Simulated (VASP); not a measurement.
# GeSe (Pnma) in VASP: electric field gradients with PBE

Aim: the electric field gradients of GeSe with PBE.

Everything below comes from runs of VASP 6.6.1. Logs are shortened: lines on timing, memory, paths and dates and some standing lists are left out, and cuts for length are marked.

## 1. The cell of the first run

Symmetry: Pnma, No. 62, orthorhombic system. The conventional cell has a = 10.820 Å, b = 3.850 Å, c = 4.400 Å, α = 90.00°, β = 90.00°, γ = 90.00°. Within 3.4 Å of Ge (site symmetry m) lie 6 Se at 2.57 to 3.36 Å and 2 Ge at 3.39 Å. Within 3.4 Å of Se (site symmetry m) lie 6 Ge at 2.57 to 3.36 Å.

## 2. Electric field gradients, PBE

INCAR

```
  PREC = Accurate
  ENCUT = 410
  EDIFF = 1E-8
  ISMEAR = -1
  SIGMA = 0.02
  LREAL = False
  LASPH = True
  NELM = 120
  ALGO = Normal
  ISIF = 2
  LWAVE = False
  LCHARG = False
  GGA = PE
  LEFG = True
  NBANDS = 50
  GGA_COMPAT = False
```

KPOINTS

```
Automatic mesh
0
Gamma
  4 11 10
```

POSCAR

```
GeSe
1.0
   10.8200000000      0.0000000000      0.0000000000
    0.0000000000      3.8500000000      0.0000000000
    0.0000000000      0.0000000000      4.4000000000
Ge Se
4 4
Direct
    0.1210000000      0.2500000000      0.1110000000
    0.8790000000      0.7500000000      0.8890000000
    0.3790000000      0.7500000000      0.6110000000
    0.6210000000      0.2500000000      0.3890000000
    0.8540000000      0.2500000000      0.5000000000
    0.1460000000      0.7500000000      0.5000000000
    0.6460000000      0.7500000000      0.0000000000
    0.3540000000      0.2500000000      0.0000000000
```

Potentials or basis: VASP PAW PBE potentials, release 64 (Ge_d, Se).

Run with:

```bash
$ cat potpaw_PBE.64/Ge_d/POTCAR potpaw_PBE.64/Se/POTCAR > POTCAR
$ mpirun -np 1 vasp_std > vasp.out
```

OUTCAR:

```text
PREC = Accurate
   ENCUT = 410
   EDIFF = 1E-8
   ISMEAR = -1
   LREAL = False
   LASPH = True
   NELM = 120
   ISIF = 2
   GGA = PE

 ion  position               nearest neighbor table
   1  0.121  0.250  0.111-   8 2.57   6 2.59   6 2.59
   2  0.879  0.750  0.889-   7 2.57   5 2.59   5 2.59
   3  0.379  0.750  0.611-   6 2.57   8 2.59   8 2.59
   4  0.621  0.250  0.389-   5 2.57   7 2.59   7 2.59
   5  0.854  0.250  0.500-   4 2.57   2 2.59   2 2.59
   6  0.146  0.750  0.500-   3 2.57   1 2.59   1 2.59
   7  0.646  0.750  0.000-   2 2.57   4 2.59   4 2.59
   8  0.354  0.250  0.000-   1 2.57   3 2.59   3 2.59

  LATTYP: Found a simple orthorhombic cell.
 ALAT       =     3.8500000000
 B/A-ratio  =     1.1428571429
 C/A-ratio  =     2.8103896104

  Lattice vectors:

 A1 = (   0.0000000000,   3.8500000000,   0.0000000000)
 A2 = (   0.0000000000,   0.0000000000,   4.4000000000)
 A3 = (  10.8200000000,   0.0000000000,   0.0000000000)

Analysis of symmetry for initial positions (statically):
=====================================================================
 Subroutine PRICEL returns:
 Original cell was already a primitive cell.

 Routine SETGRP: Setting up the symmetry group for a
 simple orthorhombic supercell.

 Subroutine GETGRP returns: Found  8 space group operations
 (whereof  2 operations were pure point group operations)
 out of a pool of  8 trial point group operations.

The static configuration has the point symmetry S_2 .
 The point group associated with its full space group is D_2h.

Analysis of symmetry for dynamics (positions and initial velocities):
=====================================================================
 Subroutine PRICEL returns:
 Original cell was already a primitive cell.

 Routine SETGRP: Setting up the symmetry group for a
 simple orthorhombic supercell.

 Subroutine GETGRP returns: Found  8 space group operations
 (whereof  2 operations were pure point group operations)
 out of a pool of  8 trial point group operations.

The dynamic configuration has the point symmetry S_2 .
[... 1438 lines left out ...]

 [... further k-points ...]

------------------------ aborting loop because EDIFF is reached ----------------------------------------

  FORCE on cell =-STRESS in cart. coord.  units (eV):
  Direction    XX          YY          ZZ          XY          YZ          ZX
  --------------------------------------------------------------------------------------
  -------------------------------------------------------------------------------------
  Total        2.5642438      2.2046771      1.9442209      0.0000000      0.0000000      0.0000000
  in kB       22.4145091     19.2714730     16.9947793      0.0000000      0.0000000      0.0000000
  external PRESSURE =      19.5602538 kB  Pullay stress =       0.0000000 kB

 VOLUME and BASIS-vectors are now :
 -----------------------------------------------------------------------------
  energy-cutoff  :      410.00
  volume of cell :      183.29
      direct lattice vectors                 reciprocal lattice vectors
    10.820000000  0.000000000  0.000000000     0.092421442  0.000000000  0.000000000
     0.000000000  3.850000000  0.000000000     0.000000000  0.259740260  0.000000000
     0.000000000  0.000000000  4.400000000     0.000000000  0.000000000  0.227272727

 POSITION                                       TOTAL-FORCE (eV/Angst)
 -----------------------------------------------------------------------------------
      1.30922      0.96250      0.48840        -0.089456     -0.000000     -0.034553
      9.51078      2.88750      3.91160         0.089456      0.000000      0.034553
      4.10078      2.88750      2.68840         0.089456     -0.000000     -0.034553
      6.71922      0.96250      1.71160        -0.089456     -0.000000      0.034553
      9.24028      0.96250      2.20000         0.077596     -0.000000     -0.035707
      1.57972      2.88750      2.20000        -0.077596     -0.000000      0.035707
      6.98972      2.88750      0.00000        -0.077596     -0.000000     -0.035707
      3.83028      0.96250      0.00000         0.077596     -0.000000      0.035707
 -----------------------------------------------------------------------------------
    total drift:                               -0.000000      0.000000      0.000000

  FREE ENERGIE OF THE ION-ELECTRON SYSTEM (eV)
  ---------------------------------------------------
  free  energy   TOTEN  =       -33.8044506653 eV

  energy  without entropy=      -33.8044506652  energy(sigma->0) =      -33.80445067

 Electric field gradients (V/A^2)
---------------------------------------------------------------------
 ion       V_xx      V_yy      V_zz      V_xy      V_xz      V_yz
---------------------------------------------------------------------
   1     -30.208    22.895     7.313    -0.000   -43.548    -0.000
   2     -30.208    22.895     7.313     0.000   -43.548     0.000
   3     -30.208    22.895     7.313    -0.000    43.548    -0.000
   4     -30.208    22.895     7.313    -0.000    43.548     0.000
   5     -36.682    41.893    -5.211     0.000    64.621    -0.000
   6     -36.682    41.893    -5.211    -0.000    64.621     0.000
   7     -36.682    41.893    -5.211    -0.000   -64.621    -0.000
   8     -36.682    41.893    -5.211     0.000   -64.621    -0.000
---------------------------------------------------------------------

 Electric field gradients after diagonalization (V/A^2)
 (convention: |V_zz| > |V_xx| > |V_yy|)
----------------------------------------------------------------------
 ion       V_xx      V_yy      V_zz     asymmetry (V_yy - V_xx)/ V_zz
----------------------------------------------------------------------
   1      35.969    22.895   -58.865       0.222
   2      35.969    22.895   -58.865       0.222
   3      35.969    22.895   -58.865       0.222
   4      35.969    22.895   -58.865       0.222
   5      45.562    41.893   -87.455       0.042
   6      45.562    41.893   -87.455       0.042
   7      45.562    41.893   -87.455       0.042
   8      45.562    41.893   -87.455       0.042
----------------------------------------------------------------------

           NMR quadrupolar parameters

 Cq : quadrupolar parameter    Cq=e*Q*V_zz/h
 eta: asymmetry parameters     (V_yy - V_xx)/ V_zz
 Q  : nuclear electric quadrupole moment in mb (millibarn)
----------------------------------------------------------------------
 ion       Cq(MHz)       eta       Q (mb)
----------------------------------------------------------------------
   1      -0.142       0.222       1.000
   2      -0.142       0.222       1.000
   3      -0.142       0.222       1.000
   4      -0.142       0.222       1.000
   5      -0.211       0.042       1.000
   6      -0.211       0.042       1.000
   7      -0.211       0.042       1.000
   8      -0.211       0.042       1.000
----------------------------------------------------------------------
```

Run time: 6.2 min. Hardware: 1 thread of Intel Xeon 6975P-C (Granite Rapids), shared host; peak memory 0.58 GiB.

Results:

```yaml
Free_energy: -33.8045 eV
Pressure: 2.0 GPa
Largest_force: 0.096 eV/Å
Band_gap_on_the_k_mesh: 0.72 eV (least direct gap 0.86 eV)
Largest_electric_field_gradient_by_atom: Ge -58.9; Se -87.5 V/Å²
```

Forces in eV/Å, atoms in the order of the input:
```
Ge  -0.089  0.000 -0.035
Ge   0.089  0.000  0.035
Ge   0.089  0.000 -0.035
Ge  -0.089  0.000  0.035
Se   0.078  0.000 -0.036
Se  -0.078  0.000  0.036
Se  -0.078  0.000 -0.036
Se   0.078  0.000  0.036
```

Levels at points of the mesh, in eV from the valence-band top:
```tsv
k point	band 38	band 39	band 40	band 41	band 42	band 43
(0.00, 0.00, 0.00)	-1.01	-0.82	-0.13	0.72	2.70	2.71
(0.50, 0.00, 0.00)	-1.65	-0.41	-0.41	2.38	2.38	2.50
(0.00, 0.00, 0.50)	-0.96	-0.35	-0.35	1.28	1.28	2.04
(0.50, 0.00, 0.50)	-0.57	-0.48	-0.48	1.33	1.33	2.04
```

Electric field gradients, principal values (V/Å²):
| atom | least | middle | greatest (by size) |
| --- | --- | --- | --- |
| 1 Ge | 22.895 | 35.969 | -58.865 |
| 2 Ge | 22.895 | 35.969 | -58.865 |
| 3 Ge | 22.895 | 35.969 | -58.865 |
| 4 Ge | 22.895 | 35.969 | -58.865 |
| 5 Se | 41.893 | 45.562 | -87.455 |
| 6 Se | 41.893 | 45.562 | -87.455 |
| 7 Se | 41.893 | 45.562 | -87.455 |
| 8 Se | 41.893 | 45.562 | -87.455 |

Caveat: semilocal functionals underestimate gaps, and a narrow one can read as zero; without QUAD_EFG the Cq values of the log hold for a quadrupole moment of 1 mb, not for the nuclei. A k mesh can miss the band edges.
